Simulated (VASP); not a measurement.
# O (R-3m) in VASP: a series of runs

The runs below take O through single point, with PBE, PBEsol.

Program: VASP 6.6.1. These are calculated values, not measurements. Logs are shortened: lines on timing, memory, paths and dates and some standing lists are left out, and cuts for length are marked.

## (1) The cell of the first run

Symmetry: R-3m, No. 166, trigonal system. The conventional cell has a = 2.847 Å, b = 2.847 Å, c = 10.225 Å, α = 90.00°, β = 90.00°, γ = 120.00°. O (site symmetry 3m) has 1 O at 1.18 Å within 1.6 Å.

## (2) Single point, PBE

Input file INCAR:

```
SYSTEM = O
PREC = Accurate
ENCUT = 600
EDIFF = 1E-6
ISMEAR = -5
SIGMA = 0.1
LREAL = .False.
LASPH = .True.
NELM = 120
ALGO = Normal
ISIF = 2
LWAVE = .False.
LCHARG = .True.
GGA = PE
LELF = .True.
LVHAR = .True.
NBANDS = 13
NELECT = 14.0
GGA_COMPAT = .False.
```

Input file KPOINTS:

```
Automatic mesh
0
Gamma
  6 6 6
  0 0 0
```

Input file POSCAR:

```
O
1.0
    1.4233490221      0.8217709410      3.4083000000
   -1.4233490221      0.8217709410      3.4083000000
    0.0000000000     -1.6435418821      3.4083000000
O
2
Direct
    0.0577000000      0.0577000000      0.0577000000
    0.9423000000      0.9423000000      0.9423000000
```

Potentials or basis: VASP PAW PBE potentials, release 64 (O).

The run is started by

```
cat potpaw_PBE.64/O/POTCAR > POTCAR
mpirun -np 1 vasp_std > vasp.out
```

OUTCAR:

```text
SYSTEM = O
   PREC = Accurate
   ENCUT = 600
   EDIFF = 1E-6
   ISMEAR = -5
   LREAL = .False.
   LASPH = .True.
   NELM = 120
   ISIF = 2
   GGA = PE
   NELECT = 14.0

 ion  position               nearest neighbor table
   1  0.058  0.058  0.058-   2 1.18
   2  0.942  0.942  0.942-   1 1.18

  LATTYP: Found a trigonal (rhomboedric) cell.
 ALAT       =     3.7838788046
 COS(alpha) =     0.7170052526

  Lattice vectors:

 A1 = (   1.4233490221,   0.8217709410,   3.4083000000)
 A2 = (  -1.4233490221,   0.8217709410,   3.4083000000)
 A3 = (   0.0000000000,  -1.6435418821,   3.4083000000)

Analysis of symmetry for initial positions (statically):
=====================================================================
 Subroutine PRICEL returns:
 Original cell was already a primitive cell.

 Routine SETGRP: Setting up the symmetry group for a
 trigonal (rhombohedral) supercell.

 Subroutine GETGRP returns: Found 12 space group operations
 (whereof 12 operations were pure point group operations)
 out of a pool of 12 trial point group operations.

The static configuration has the point symmetry D_3d.

Analysis of symmetry for dynamics (positions and initial velocities):
=====================================================================
 Subroutine PRICEL returns:
 Original cell was already a primitive cell.

 Routine SETGRP: Setting up the symmetry group for a
 trigonal (rhombohedral) supercell.

 Subroutine GETGRP returns: Found 12 space group operations
 (whereof 12 operations were pure point group operations)
 out of a pool of 12 trial point group operations.

The dynamic configuration has the point symmetry D_3d.

 Subroutine INISYM returns: Found 12 space group operations
 (whereof 12 operations are pure point group operations),
 and found     1 'primitive' translations

----------------------------------------------------------------------------------------

                                     Primitive cell

  volume of cell :      23.9195

  direct lattice vectors                    reciprocal lattice vectors
     1.423349022  0.821770941  3.408300000     0.351284184  0.202814018  0.097800467
    -1.423349022  0.821770941  3.408300000    -0.351284184  0.202814018  0.097800467
     0.000000000 -1.643541882  3.408300000     0.000000000 -0.405628037  0.097800467

  length of vectors
     3.783878805  3.783878805  3.783878805     0.417251765  0.417251765  0.417251765

  position of ions in fractional coordinates (direct lattice)
     0.057700000  0.057700000  0.057700000
[... 91 lines left out ...]
   NELECT =      14.0000    total number of electrons
   NUPDOWN=      -1.0000    fix difference up-down
   EMIN   =  10.00;   EMAX   =-10.00  energy-range for DOS
   EFERMI =   0.00;   METHOD = LEGACY
   ISMEAR =    -5;   SIGMA  =   0.10  broadening in eV -4-tet -1-fermi 0-gaus
   EFERMI_NEDOS =   21; number of points for ismear=-14 and -15
   IALGO  =     38    algorithm
   IMIX   =      4    mixing-type and parameters
     AMIX     =   0.40;   BMIX     =  1.00
     AMIX_MAG =   1.60;   BMIX_MAG =  1.00
  volume/ion in A,a.u.               =      11.96        80.71
  Fermi-wavevector in a.u.,A,eV,Ry     =   1.369411  2.587811 25.514815  1.875286
  Thomas-Fermi vector in A             =   2.495289
   LORBIT       =      0    0 simple, 1 ext, 2 COOP (PROOUT), +10 PAW based schemes
   GGA     = PE    functional components
   LHFCALC =     F    Hartree Fock is set to
   AEXX    =    0.0000 exact exchange contribution
   IVDW    =     0    specifies the selected vdW correction
   LEPSILON=     F    determine dielectric tensor
   LRPA    =     F    only Hartree local field effects (RPA)
 non-spin polarized calculation
 Fermi weights with tetrahedron method with Bloechl corrections
  energy-cutoff  :      600.00
  volume of cell :       23.92
 maximum number of plane-waves:       818
   NGX = 15   NGY = 15   NGZ = 15

 number of electron      14.0000001 magnetization

 Free energy of the ion-electron system (eV)
  ---------------------------------------------------
  ext. energy  EPLUGINS =         0.00000000
  ---------------------------------------------------
  free energy    TOTEN  =        -4.91037560 eV

  energy without entropy =       -4.91037560  energy(sigma->0) =       -4.91037560

 E-fermi :   4.0360     XC(G=0): -10.3910

 val. band max:        4.0346614430   @ k =   0.5000   0.5000   0.5000
 cond. band min:       7.6735047855   @ k =   0.3333   0.3333   0.3333
 fundamental gap:      3.6388433425
 Fermi energy:         4.0360001302

 k-point     1 :       0.0000    0.0000    0.0000
  band No.  band energies     occupation
      1     -25.1311      2.00000
      2     -11.1295      2.00000
      3      -7.3548      2.00000
      4      -3.6040      2.00000
      5      -3.6040      2.00000
      6       3.6751      2.00000
      7       3.6751      2.00000
      8       7.9868      0.00000
      9      13.9551      0.00000
     10      14.1580      0.00000
     11      18.6810      0.00000
     12      20.6665      0.00000
     13      20.6665      0.00000
[... 354 lines left out ...]
  band No.  band energies     occupation
      1     -24.5949      2.00000
      2     -11.4963      2.00000
      3      -6.2791      2.00000
      4      -4.9070      2.00000
      5      -4.5337      2.00000
      6       0.9984      2.00000
      7       3.2468      2.00000
      8      11.5894      0.00000
      9      11.7256      0.00000
     10      13.8724      0.00000
     11      16.8030      0.00000
     12      18.6600      0.00000
     13      20.8266      0.00000

 [... further k-points ...]

------------------------ aborting loop because EDIFF is reached ----------------------------------------

  FORCE on cell =-STRESS in cart. coord.  units (eV):
  Direction    XX          YY          ZZ          XY          YZ          ZX
  --------------------------------------------------------------------------------------
  -------------------------------------------------------------------------------------
  Total       12.9945317     12.9945317     37.6090774      0.0000000     -0.0000000      0.0000000
  in kB      870.4021690    870.4021690   2519.1382966      0.0000000     -0.0000000      0.0000000
  external PRESSURE =    1419.9808782 kB  Pullay stress =       0.0000000 kB

 VOLUME and BASIS-vectors are now :
 -----------------------------------------------------------------------------
  energy-cutoff  :      600.00
  volume of cell :       23.92
      direct lattice vectors                 reciprocal lattice vectors
     1.423349022  0.821770941  3.408300000     0.351284184  0.202814018  0.097800467
    -1.423349022  0.821770941  3.408300000    -0.351284184  0.202814018  0.097800467
     0.000000000 -1.643541882  3.408300000     0.000000000 -0.405628037  0.097800467

 POSITION                                       TOTAL-FORCE (eV/Angst)
 -----------------------------------------------------------------------------------
      0.00000     -0.00000      0.58998         0.000000     -0.000000     20.275676
      0.00000     -0.00000      9.63492         0.000000      0.000000    -20.275676
 -----------------------------------------------------------------------------------
    total drift:                               -0.000000     -0.000000      0.000000

  FREE ENERGIE OF THE ION-ELECTRON SYSTEM (eV)
  ---------------------------------------------------
  free  energy   TOTEN  =        -4.9103756030 eV

  energy  without entropy=       -4.9103756030  energy(sigma->0) =       -4.91037560
```

stdout:

```text
POSCAR found type information on POSCAR O
 POSCAR found :  1 types and       2 ions
 scaLAPACK will be used
 LDA part: xc-table for (Slater+PW92), standard interpolation
 POSCAR, INCAR and KPOINTS ok, starting setup
 FFT: planning ... GRIDC
 FFT: planning ... GRID_SOFT
 FFT: planning ... GRID
 WAVECAR not read
 entering main loop
 the old and the new charge density differ
 old charge density:    12.00000 new   14.00000
    0.137E+01
```

It took 14 s on 1 thread of AMD EPYC 7R43 (Zen 3), shared host; peak memory 0.12 GiB.

What came out:

```
Free energy   : -4.9104 eV
Largest force : 20.276 eV/Å
```

Forces on the atoms (eV/Å):
```
O     0.000   0.000  20.276
O     0.000   0.000 -20.276
```

Caveat: the k points lie up to 0.44 Å⁻¹ apart; the cell carries a net charge on a neutralising background, which shifts energy and pressure; the cell is charged against a uniform background, so pressure and absolute levels hang on convention; the standard files for N, O and F lose accuracy on very short bonds; spin is off for a triplet molecule; forces of over 1 eV/Å act on the atoms, so gaps and moduli don't describe the material at rest.

## (3) Single point, PBE

Changes to INCAR since step 2:

```diff
@@ -4,3 +4,3 @@
 EDIFF = 1E-6
-ISMEAR = -5
+ISMEAR = -1
 SIGMA = 0.1
@@ -17,3 +17,2 @@
 NBANDS = 13
-NELECT = 14.0
 GGA_COMPAT = .False.
```

KPOINTS is that of step 2.

POSCAR is that of step 2.

Potentials or basis: VASP PAW PBE potentials, release 64 (O).

The run is started by

```
cat potpaw_PBE.64/O/POTCAR > POTCAR
mpirun -np 1 vasp_std > vasp.out
```

Wall time 13 s (1 thread of AMD EPYC 7R43 (Zen 3), shared host); peak memory 0.12 GiB.

It converged, with:

- Free energy: -9.3349 eV
- Pressure: 9.5 GPa
- Largest force: 4.278 eV/Å
- Band gap on the k mesh: zero (band 6 reaches 1.24 eV, above the bottom of band 7 at 0.13 eV)

Forces on the atoms (eV/Å):
```
O    0.000  0.000  4.278
O    0.000  0.000 -4.278
```

Stress tensor (GPa, compression positive):
```
-5.81  0.00  0.00
 0.00 -5.81  0.00
 0.00  0.00 40.09
```

Levels at points of the mesh, in eV from the Fermi level:
| k point | band 2 | band 3 | band 4 | band 5 | band 6 | band 7 | band 8 | band 9 | band 10 | band 11 |
| --- | --- | --- | --- | --- | --- | --- | --- | --- | --- | --- |
| (0.00, 0.00, 0.00) | -13.85 | -9.13 | -6.57 | -6.57 | 0.58 | 0.58 | 8.31 | 11.74 | 15.04 | 18.72 |
| (0.50, 0.00, 0.00) | -13.69 | -8.84 | -7.87 | -6.95 | -0.71 | 0.09 | 10.63 | 12.72 | 13.34 | 17.68 |
| (0.50, 0.50, 0.00) | -14.06 | -8.64 | -7.25 | -7.15 | -1.32 | 0.62 | 10.13 | 11.81 | 15.34 | 15.36 |
| (0.50, 0.50, 0.50) | -15.05 | -7.07 | -6.67 | -6.67 | 0.82 | 0.82 | 8.04 | 8.62 | 13.78 | 20.49 |

Caveat: the k points lie up to 0.44 Å⁻¹ apart; the standard files for N, O and F lose accuracy on very short bonds; spin is off for a triplet molecule; forces of over 1 eV/Å act on the atoms, so gaps and moduli don't describe the material at rest.

## (4) Single point, PBEsol

Input file INCAR:

```
ALGO = Normal ; EDIFF = 1E-6
ENCUT = 600 ; GGA = PS
GGA_COMPAT = F ; ISIF = 2
ISMEAR = 0 ; LASPH = T
LCHARG = F ; LREAL = F
LWAVE = F ; NBANDS = 13
NELM = 120 ; PREC = Accurate
SIGMA = 0.014
```

Input file KPOINTS:

```
k-points
0
Gamma
  6 6 6
```

POSCAR is that of step 3.

Potentials or basis: VASP PAW PBE potentials, release 64 (O).

The run is started by

```
cat potpaw_PBE.64/O/POTCAR > POTCAR
mpirun -np 1 vasp_std > vasp.out
```

OUTCAR:

```text
EDIFF = 1E-6
   ENCUT = 600
   GGA = PS
   ISIF = 2
   ISMEAR = 0
   LASPH = T
   LREAL = F
   NELM = 120
   PREC = Accurate

 ion  position               nearest neighbor table
   1  0.058  0.058  0.058-   2 1.18
   2  0.942  0.942  0.942-   1 1.18

  LATTYP: Found a trigonal (rhomboedric) cell.
 ALAT       =     3.7838788046
 COS(alpha) =     0.7170052526

  Lattice vectors:

 A1 = (   1.4233490221,   0.8217709410,   3.4083000000)
 A2 = (  -1.4233490221,   0.8217709410,   3.4083000000)
 A3 = (   0.0000000000,  -1.6435418821,   3.4083000000)

Analysis of symmetry for initial positions (statically):
=====================================================================
 Subroutine PRICEL returns:
 Original cell was already a primitive cell.

 Routine SETGRP: Setting up the symmetry group for a
 trigonal (rhombohedral) supercell.

 Subroutine GETGRP returns: Found 12 space group operations
 (whereof 12 operations were pure point group operations)
 out of a pool of 12 trial point group operations.

The static configuration has the point symmetry D_3d.

Analysis of symmetry for dynamics (positions and initial velocities):
=====================================================================
 Subroutine PRICEL returns:
 Original cell was already a primitive cell.

 Routine SETGRP: Setting up the symmetry group for a
 trigonal (rhombohedral) supercell.

 Subroutine GETGRP returns: Found 12 space group operations
 (whereof 12 operations were pure point group operations)
 out of a pool of 12 trial point group operations.

The dynamic configuration has the point symmetry D_3d.

 Subroutine INISYM returns: Found 12 space group operations
 (whereof 12 operations are pure point group operations),
 and found     1 'primitive' translations

----------------------------------------------------------------------------------------
[... 115 lines left out ...]
  Fermi-wavevector in a.u.,A,eV,Ry     =   1.300823  2.458199 23.022964  1.692140
  Thomas-Fermi vector in A             =   2.431997
   LORBIT       =      0    0 simple, 1 ext, 2 COOP (PROOUT), +10 PAW based schemes
   GGA     = PS    functional components
   LHFCALC =     F    Hartree Fock is set to
   AEXX    =    0.0000 exact exchange contribution
   IVDW    =     0    specifies the selected vdW correction
   LEPSILON=     F    determine dielectric tensor
   LRPA    =     F    only Hartree local field effects (RPA)
 non-spin polarized calculation
 Gauss-broadening in eV      SIGMA  =   0.01
  energy-cutoff  :      600.00
  volume of cell :       23.92
 maximum number of plane-waves:       818
   NGX = 15   NGY = 15   NGZ = 15

 number of electron      12.0000001 magnetization

 Free energy of the ion-electron system (eV)
  ---------------------------------------------------
  ext. energy  EPLUGINS =         0.00000000
  ---------------------------------------------------
  free energy    TOTEN  =        -9.84542129 eV

  energy without entropy =       -9.84507321  energy(sigma->0) =       -9.84524725

 E-fermi :   0.4729     XC(G=0):  -9.4364

 val. band max:        0.4581684830   @ k =   0.5000   0.0000   0.0000
 cond. band min:       0.4738301141   @ k =   0.1667   0.1667   0.0000
 fundamental gap:      0.0156616310
 Fermi energy:         0.4729332217

 k-point     1 :       0.0000    0.0000    0.0000
  band No.  band energies     occupation
      1     -27.7859      2.00000
      2     -13.3658      2.00000
      3      -8.7959      2.00000
      4      -6.2273      2.00000
      5      -6.2273      2.00000
      6       0.9542      0.00000
      7       0.9542      0.00000
      8       8.4671      0.00000
      9      12.0383      0.00000
     10      15.1453      0.00000
     11      18.8979      0.00000
     12      21.4993      0.00000
     13      21.4993      0.00000
[... 354 lines left out ...]
  band No.  band energies     occupation
      1     -27.4025      2.00000
      2     -13.5966      2.00000
      3      -8.1206      2.00000
      4      -7.1301      2.00000
      5      -6.8209      2.00000
      6      -0.6970      2.00000
      7       0.6847      0.00000
      8      10.4686      0.00000
      9      12.6983      0.00000
     10      14.2347      0.00000
     11      16.1869      0.00000
     12      19.2639      0.00000
     13      21.8421      0.00000

 [... further k-points ...]
[... 5 lines left out ...]
  --------------------------------------------------------------------------------------
  -------------------------------------------------------------------------------------
  Total       -1.3002746     -1.3002746      5.1447397      0.0000000     -0.0000000      0.0000000
  in kB      -87.0952383    -87.0952383    344.6059195      0.0000000     -0.0000000      0.0000000
  external PRESSURE =      56.8051477 kB  Pullay stress =       0.0000000 kB

 VOLUME and BASIS-vectors are now :
 -----------------------------------------------------------------------------
  energy-cutoff  :      600.00
  volume of cell :       23.92
      direct lattice vectors                 reciprocal lattice vectors
     1.423349022  0.821770941  3.408300000     0.351284184  0.202814018  0.097800467
    -1.423349022  0.821770941  3.408300000    -0.351284184  0.202814018  0.097800467
     0.000000000 -1.643541882  3.408300000     0.000000000 -0.405628037  0.097800467

 POSITION                                       TOTAL-FORCE (eV/Angst)
 -----------------------------------------------------------------------------------
      0.00000     -0.00000      0.58998         0.000000     -0.000000      3.932647
      0.00000     -0.00000      9.63492         0.000000      0.000000     -3.932647
 -----------------------------------------------------------------------------------
    total drift:                               -0.000000     -0.000000      0.000000

  FREE ENERGIE OF THE ION-ELECTRON SYSTEM (eV)
  ---------------------------------------------------
  free  energy   TOTEN  =        -9.8454212872 eV

  energy  without entropy=       -9.8450732096  energy(sigma->0) =       -9.84524725
```

stdout:

```text
POSCAR found type information on POSCAR O
 POSCAR found :  1 types and       2 ions
 scaLAPACK will be used
 -----------------------------------------------------------------------------
|                                                                             |
|                                                                             |
|     You enforced a specific xc type in the INCAR file but a different       |
|     I HOPE YOU KNOW WHAT YOU ARE DOING!                                     |
|                                                                             |
 -----------------------------------------------------------------------------

 LDA part: xc-table for (Slater+PW92), standard interpolation
 POSCAR, INCAR and KPOINTS ok, starting setup
 FFT: planning ... GRIDC
 FFT: planning ... GRID_SOFT
 FFT: planning ... GRID
 WAVECAR not read
 entering main loop
```

Wall time 11 s (1 thread of AMD EPYC 7R43 (Zen 3), shared host); peak memory 0.12 GiB.

Results:

- Free energy: -9.8454 eV
- Pressure: 5.7 GPa
- Largest force: 3.933 eV/Å
- Band gap on the k mesh: zero (band 6 reaches 1.20 eV, above the bottom of band 7 at 0.08 eV)

Forces on the atoms (eV/Å):
```
O    0.000  0.000  3.933
O    0.000  0.000 -3.933
```

Caveat: the k points lie up to 0.44 Å⁻¹ apart; the standard files for N, O and F lose accuracy on very short bonds; spin is off for a triplet molecule; the PAW data sets were made with another functional, which shifts forces and pressure a little.
